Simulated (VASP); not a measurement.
# Nb16N (a cell with a defect) in VASP: single point with PBE

Aim: the single point of Nb16N (a cell with a defect) with PBE.

Everything below comes from runs of VASP 6.6.1. Logs are shortened: lines on timing, memory, paths and dates and some standing lists are left out, and cuts for length are marked.

**1. The cell of the first run**

The cell holds a defect, 17 atoms: a = 6.617 Å, b = 6.617 Å, c = 6.617 Å, α = 90.00°, β = 90.00°, γ = 90.00°.

**2. Single point, PBE**

The input, INCAR:

```
SYSTEM = Nb16N
ALGO     = Normal         ! electronic algorithm
EDIFF    = 1E-6           ! SCF threshold, eV
ENCUT    = 520            ! plane-wave cutoff, eV
GGA      = PE             ! functional
ISIF     = 2              ! what is computed and relaxed
ISMEAR   = 1              ! smearing method
KPAR     = 4            
LASPH    = .True.         ! aspherical terms in the spheres
LCHARG   = .True.         ! write CHGCAR
LREAL    = Auto         
LVHAR    = .True.       
LWAVE    = .False.        ! write WAVECAR
NBANDS   = 120            ! bands
NELM     = 60             ! most SCF steps
PREC     = Accurate       ! precision mode
SIGMA    = 0.1            ! smearing width, eV
```

The input, KPOINTS:

```
k-points
0
Gamma
  5 5 5
  0 0 0
```

The input, POSCAR:

```
Nb16N
1.0
    6.6171497900      0.0000000000      0.0000000000
    0.0000000000      6.6171497900      0.0000000000
    0.0000000000      0.0000000000      6.6171497900
Nb N
16 1
Direct
    0.0059012800     -0.0107889100     -0.0006285700
    0.2503541300      0.2501102100      0.2488120300
    0.0042728000     -0.0016741400      0.4994060600
    0.2503548700      0.2501075100      0.7500936800
    0.0007818900      0.4991175200     -0.0005111000
    0.2499324300      0.7596775000      0.2436702500
    0.0210225700      0.5089801800      0.4994690600
    0.2499146300      0.7597304700      0.7552125000
    0.4943322500     -0.0106242700     -0.0006157800
    0.7502495000      0.2400279300      0.2287099500
    0.4960030600     -0.0017139300      0.4994138700
    0.7502366300      0.2400857200      0.7702544600
    0.4996263300      0.4991288100     -0.0005148300
    0.7500363400      0.7508017600      0.2453945000
    0.4796760400      0.5091985000      0.4994778800
    0.7500254800      0.7507944200      0.7534881300
    0.7504226600      0.3744132700      0.4995027500
```

Potentials or basis: VASP PAW PBE potentials, release 64 (Nb_sv, N).

The run is started by

```bash
$ cat potpaw_PBE.64/Nb_sv/POTCAR potpaw_PBE.64/N/POTCAR > POTCAR
$ mpirun -np 4 vasp_std > vasp.out
```

OUTCAR:

```text
SYSTEM = Nb16N
   EDIFF = 1E-6
   ENCUT = 520
   GGA = PE
   ISIF = 2
   ISMEAR = 1
   LASPH = .True.
   LREAL = Auto
   NELM = 60
   PREC = Accurate

 ion  position               nearest neighbor table
   1  0.006  0.989  0.999-   8 2.74   6 2.74  12 2.81  10 2.81  16 2.83  14 2.83   4 2.88   2 2.88

   2  0.250  0.250  0.249-   7 2.83  15 2.83  13 2.86   5 2.86  11 2.86   3 2.86   9 2.88   1 2.88

   3  0.004  0.998  0.499-   6 2.83   8 2.83   2 2.86   4 2.86  14 2.89  16 2.89  10 2.93  12 2.93

   4  0.250  0.250  0.750-   7 2.83  15 2.83  13 2.86   5 2.86  11 2.86   3 2.86   9 2.88   1 2.88

   5  0.001  0.499  0.999-  12 2.83  10 2.83   2 2.86   4 2.86  14 2.86  16 2.86   6 2.88   8 2.88

   6  0.250  0.760  0.244-   1 2.74   9 2.75   7 2.81  15 2.81   3 2.83  11 2.83   5 2.88  13 2.88

   7  0.021  0.509  0.499-  17 2.00   8 2.81   6 2.81   4 2.83   2 2.83  16 2.93  14 2.93  15 3.03

   8  0.250  0.760  0.755-   1 2.74   9 2.75   7 2.81  15 2.81   3 2.83  11 2.83   5 2.88  13 2.88

   9  0.494  0.989  0.999-   8 2.75   6 2.75  12 2.81  10 2.81  16 2.83  14 2.83   4 2.88   2 2.88

  10  0.750  0.240  0.229-  17 2.00   1 2.81   9 2.81   5 2.83  13 2.83   3 2.93  11 2.93  12 3.03

  11  0.496  0.998  0.499-   6 2.83   8 2.83   2 2.86   4 2.86  14 2.89  16 2.89  10 2.93  12 2.93

  12  0.750  0.240  0.770-  17 2.00   1 2.81   9 2.81   5 2.83  13 2.83   3 2.93  11 2.93  10 3.03

  13  0.500  0.499  0.999-  12 2.83  10 2.83   2 2.86   4 2.86  14 2.86  16 2.86   6 2.88   8 2.88

  14  0.750  0.751  0.245-   9 2.83   1 2.83  13 2.86   5 2.86  11 2.89   3 2.89  15 2.93   7 2.93

  15  0.480  0.509  0.499-  17 2.00   8 2.81   6 2.81   4 2.83   2 2.83  16 2.93  14 2.93   7 3.03

  16  0.750  0.751  0.753-   9 2.83   1 2.83  13 2.86   5 2.86  11 2.89   3 2.89  15 2.93   7 2.93

  17  0.750  0.374  0.500-   7 2.00  12 2.00  10 2.00  15 2.00

  LATTYP: Found a simple cubic cell.
 ALAT       =     6.6171497900

  Lattice vectors:

 A1 = (   6.6171497900,   0.0000000000,   0.0000000000)
 A2 = (   0.0000000000,   6.6171497900,   0.0000000000)
 A3 = (   0.0000000000,   0.0000000000,   6.6171497900)

Analysis of symmetry for initial positions (statically):
=====================================================================
 Subroutine PRICEL returns:
 Original cell was already a primitive cell.

 Routine SETGRP: Setting up the symmetry group for a
 simple cubic supercell.

 Subroutine GETGRP returns: Found  1 space group operations
 (whereof  1 operations were pure point group operations)
 out of a pool of 48 trial point group operations.

The static configuration has the point symmetry C_1 .

Analysis of symmetry for dynamics (positions and initial velocities):
=====================================================================
 Subroutine PRICEL returns:
 Original cell was already a primitive cell.

 Routine SETGRP: Setting up the symmetry group for a
 simple cubic supercell.

 Subroutine GETGRP returns: Found  1 space group operations
 (whereof  1 operations were pure point group operations)
 out of a pool of 48 trial point group operations.

The dynamic configuration has the point symmetry C_1 .

 Subroutine INISYM returns: Found  1 space group operations
 (whereof  1 operations are pure point group operations),
 and found     1 'primitive' translations

----------------------------------------------------------------------------------------

                                     Primitive cell

  volume of cell :     289.7430

  direct lattice vectors                    reciprocal lattice vectors
     6.617149790  0.000000000  0.000000000     0.151122467  0.000000000  0.000000000
     0.000000000  6.617149790  0.000000000     0.000000000  0.151122467  0.000000000
     0.000000000  0.000000000  6.617149790     0.000000000  0.000000000  0.151122467

  length of vectors
     6.617149790  6.617149790  6.617149790     0.151122467  0.151122467  0.151122467

  position of ions in fractional coordinates (direct lattice)
     0.005901280  0.989211090  0.999371430
     0.250354130  0.250110210  0.248812030
     0.004272800  0.998325860  0.499406060
     0.250354870  0.250107510  0.750093680
     0.000781890  0.499117520  0.999488900
     0.249932430  0.759677500  0.243670250
[... 9 lines left out ...]
     0.750025480  0.750794420  0.753488130
     0.750422660  0.374413270  0.499502750

  ion indices of the primitive-cell ions
   primitive index   ion index
                 1           1
                 2           2
                 3           3
                 4           4
                 5           5
                 6           6
[... 9 lines left out ...]
                16          16
                17          17

----------------------------------------------------------------------------------------

 KPOINTS: k-points

Automatic generation of k-mesh.
 Grid dimensions read from file:
 generate k-points for:    5    5    5

 Generating k-lattice:

  Cartesian coordinates                     Fractional coordinates (reciprocal lattice)
     0.030224493  0.000000000  0.000000000     0.200000000  0.000000000  0.000000000
     0.000000000  0.030224493  0.000000000     0.000000000  0.200000000  0.000000000
     0.000000000  0.000000000  0.030224493     0.000000000  0.000000000  0.200000000

  Length of vectors
     0.030224493  0.030224493  0.030224493

  Shift w.r.t. Gamma in fractional coordinates (k-lattice)
     0.000000000  0.000000000  0.000000000

 Subroutine IBZKPT returns following result:
 ===========================================

 Found     63 irreducible k-points:

 Following reciprocal coordinates:
            Coordinates               Weight
  0.000000  0.000000  0.000000      1.000000
  0.200000  0.000000  0.000000      2.000000
  0.000000  0.200000  0.000000      2.000000
  0.000000  0.000000  0.200000      2.000000
  0.400000  0.000000  0.000000      2.000000
  0.000000  0.400000  0.000000      2.000000
[... 16 lines left out ...]
  0.000000 -0.200000  0.400000      2.000000
  0.400000 -0.200000  0.000000      2.000000
 [... further k-points ...]
   k-points           NKPTS =     63   k-points in BZ     NKDIM =     63   number of bands    NBANDS=    120
   number of dos      NEDOS =    301   number of ions     NIONS =     17
   total plane-waves  NPLWV = 125000
   dimension x,y,z NGX =    50 NGY =   50 NGZ =   50
   dimension x,y,z NGXF=   100 NGYF=  100 NGZF=  100
   ions per type =              16   1
   NGX,Y,Z   is equivalent  to a cutoff of  12.56, 12.56, 12.56 a.u.
   NGXF,Y,Z  is equivalent  to a cutoff of  25.12, 25.12, 25.12 a.u.
 SYSTEM =  Nb16N
   PREC   = accura    normal or accurate (medium, high low for compatibility)
   ISTART =      0    job   : 0-new  1-cont  2-samecut
   ICHARG =      2    charge: 1-file 2-atom 10-const
   ISPIN  =      1    spin polarized calculation?
   LNONCOLLINEAR =      F non collinear calculations
   LSORBIT =      F    spin-orbit coupling
   LASPH  =      T    aspherical Exc in radial PAW
   ENCUT  =  520.0 eV  38.22 Ry    6.18 a.u.  12.30 12.30 12.30*2*pi/ulx,y,z
   NELM   =     60;   NELMIN=  2; NELMDL= -5     # of ELM steps
   EDIFF  = 0.1E-05   stopping-criterion for ELM
   LREAL  =      T    real-space projection
   EDIFFG = 0.1E-04   stopping-criterion for IOM
   NSW    =      0    number of steps for IOM
   IBRION =     -1    ionic relax: 0-MD 1-quasi-New 2-CG
   NFREE  =      0    steps in history (QN), initial steepest desc. (CG)
   ISIF   =      2    stress and relaxation
   ISYM   =      2    0-nonsym 1-usesym 2-fastsym
   POTIM  = 0.5000    time-step for ionic-motion
   TEBEG  =    0.0;   TEEND  =   0.0 temperature during run
   PSTRESS=    0.0 pullay stress
   NELECT =     213.0000    total number of electrons
   NUPDOWN=      -1.0000    fix difference up-down
   EMIN   =  10.00;   EMAX   =-10.00  energy-range for DOS
   EFERMI =   0.00;   METHOD = LEGACY
   ISMEAR =     1;   SIGMA  =   0.10  broadening in eV -4-tet -1-fermi 0-gaus
   EFERMI_NEDOS =   21; number of points for ismear=-14 and -15
   IALGO  =     38    algorithm
   IMIX   =      4    mixing-type and parameters
     AMIX     =   0.40;   BMIX     =  1.00
     AMIX_MAG =   1.60;   BMIX_MAG =  1.00
  volume/ion in A,a.u.               =      17.04       115.02
  Fermi-wavevector in a.u.,A,eV,Ry     =   1.477510  2.792089 29.702001  2.183036
  Thomas-Fermi vector in A             =   2.591905
   LORBIT       =      0    0 simple, 1 ext, 2 COOP (PROOUT), +10 PAW based schemes
   GGA     = PE    functional components
   LHFCALC =     F    Hartree Fock is set to
   AEXX    =    0.0000 exact exchange contribution
   IVDW    =     0    specifies the selected vdW correction
   LEPSILON=     F    determine dielectric tensor
   LRPA    =     F    only Hartree local field effects (RPA)
 non-spin polarized calculation
 Methfessel and Paxton  Order N= 1 SIGMA  =   0.10
  energy-cutoff  :      520.00
  volume of cell :      289.74
 maximum number of plane-waves:      7813
 NGX is ok and might be reduce to    50
   NGX = 25   NGY = 25   NGZ = 25

 number of electron     213.0000018 magnetization

 Free energy of the ion-electron system (eV)
  ---------------------------------------------------
  ext. energy  EPLUGINS =         0.00000000
  ---------------------------------------------------
  free energy    TOTEN  =      -172.69474115 eV

  energy without entropy =     -172.70217533  energy(sigma->0) =     -172.69721921

 E-fermi :  11.4252     XC(G=0): -12.5832

 val. band max:       11.4206894780   @ k =  -0.4000  -0.2000   0.4000
 cond. band min:      11.4308419739   @ k =   0.0000   0.2000   0.2000
 fundamental gap:      0.0101524959
 Fermi energy:        11.4251739810

 k-point     1 :       0.0000    0.0000    0.0000
  band No.  band energies     occupation
      1     -43.0815      2.00000
      2     -42.9788      2.00000
      3     -42.9552      2.00000
      4     -42.9547      2.00000
      5     -42.8955      2.00000
      6     -42.8383      2.00000
[... 110 lines left out ...]
    117      13.4689      0.00000
    118      13.5318      0.00000
[... 2781 lines left out ...]
    117      13.1405     -0.00000
    118      13.2623     -0.00000

 [... further k-points ...]

 [bands above 118 left out]

------------------------ aborting loop because EDIFF is reached ----------------------------------------

  FORCE on cell =-STRESS in cart. coord.  units (eV):
  Direction    XX          YY          ZZ          XY          YZ          ZX
  --------------------------------------------------------------------------------------
  -------------------------------------------------------------------------------------
  Total       12.4040066      7.4872405     12.4181071      0.0156426     -0.0063188     -0.0012782
  in kB       68.5898214     41.4018233     68.6677925      0.0864984     -0.0349405     -0.0070681
  external PRESSURE =      59.5531457 kB  Pullay stress =       0.0000000 kB

 VOLUME and BASIS-vectors are now :
 -----------------------------------------------------------------------------
  energy-cutoff  :      520.00
  volume of cell :      289.74
      direct lattice vectors                 reciprocal lattice vectors
     6.617149790  0.000000000  0.000000000     0.151122467  0.000000000  0.000000000
     0.000000000  6.617149790  0.000000000     0.000000000  0.151122467  0.000000000
     0.000000000  0.000000000  6.617149790     0.000000000  0.000000000  0.151122467

 POSITION                                       TOTAL-FORCE (eV/Angst)
 -----------------------------------------------------------------------------------
      0.03905      6.54576      6.61299        -0.098700      0.065849      0.004543
      1.65663      1.65502      1.64643        -0.003504     -0.037154      0.044088
      0.02827      6.60607      3.30464         0.116836     -0.078453      0.001522
      1.65664      1.65500      4.96348        -0.002332     -0.034661     -0.045534
      0.00517      3.30274      6.61377        -0.043756      0.025219     -0.000256
      1.65384      5.02690      1.61240         0.013544     -0.049365      0.095682
[... 9 lines left out ...]
      4.96303      4.96812      4.98594         0.004626      0.084056      0.120433
      4.96566      2.47755      3.30528        -0.014141     -0.005348     -0.003759
 -----------------------------------------------------------------------------------
    total drift:                                0.002678      0.002346     -0.003399

  FREE ENERGIE OF THE ION-ELECTRON SYSTEM (eV)
  ---------------------------------------------------
  free  energy   TOTEN  =      -172.6947411516 eV

  energy  without entropy=     -172.7021753266  energy(sigma->0) =     -172.69721921
```

Wall time 15 min (4 MPI ranks of AMD EPYC 9R45 (Zen 5), shared host); peak memory 1.2 GiB.

What came out:

```
Free energy            : -172.6947 eV
Pressure               : 6.0 GPa
Largest force          : 0.147 eV/Å
Band gap on the k mesh : zero (an odd number of electrons rules out a gap without spin polarisation)
```

Forces in eV/Å, atoms in the order of the input:
```
Nb  -0.099  0.066  0.005
Nb  -0.004 -0.037  0.044
Nb   0.117 -0.078  0.002
Nb  -0.002 -0.035 -0.046
Nb  -0.044  0.025  0.000
Nb   0.014 -0.049  0.096
Nb  -0.008  0.047 -0.001
Nb   0.014 -0.053 -0.099
Nb   0.092  0.053  0.004
Nb  -0.001 -0.041  0.005
Nb  -0.119 -0.077  0.001
Nb   0.000 -0.046 -0.005
Nb   0.038  0.032  0.000
Nb   0.004  0.083 -0.122
Nb   0.005  0.033  0.000
Nb   0.005  0.084  0.120
N   -0.014 -0.005 -0.004
```

Stress tensor (GPa, compression positive):
```
6.86 0.01 0.00
0.01 4.14 0.00
0.00 0.00 6.87
```

Levels at points of the mesh, in eV from the Fermi level:
```csv
k point,band 104,band 105,band 106,band 107,band 108,band 109,band 110,band 111
"(0.00, 0.00, 0.00)",0.43,0.71,0.71,0.71,0.82,0.82,0.89,0.89
```
